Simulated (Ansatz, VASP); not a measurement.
Two plane-wave programs on MgB2

```
CELL_PARAMETERS angstrom
-2.01011 2.01011 3.94091
2.01011 -2.01011 3.94091
2.01011 2.01011 -3.94091
ATOMIC_POSITIONS crystal
Mg 0.75000 0.75000 0.00000
Mg 0.25000 0.25000 0.00000
B 0.25000 0.25000 0.50000
B 0.25000 0.75000 0.00000
B 0.75000 0.25000 0.00000
B 0.75000 0.75000 0.50000
```

Change from the starting cell: species swapped into the In2Ag type (I4/mcm, No. 140).

Alike in both runs: functional PBE; k mesh 6 × 6 × 6; occupations gaussian, width 0.1 eV; no spin polarisation.

Ansatz relaxed the structure, and its values are those at the end. VASP's run is a single point on that final structure, the one shown.

|  | VASP | Ansatz |
| --- | --- | --- |
| version | VASP 6.6.1 | Ansatz 0.2.0 |
| potentials or method | VASP PAW PBE potentials, release 64 (Mg, B), cutoff 520 eV | scalar-relativistic, plane waves, PAW |
| valence electrons in the cell | 16 | 32 |

Ansatz gave:

```
gap on the k mesh at the Fermi level (eV) : none
pressure (GPa)                            : 0.0
```

**Question.** Estimate VASP's values.

**Answer.** gap on the k mesh at the Fermi level (eV): none; pressure (GPa): -0.1.

A gap of «none» marks a metal or a gap that the smearing closes. VASP's potentials hold 16 valence electrons a cell and Ansatz's 32, so a difference there can come from the potentials and not from the codes.

The k mesh is coarse, so the values compare programs but aren't converged.
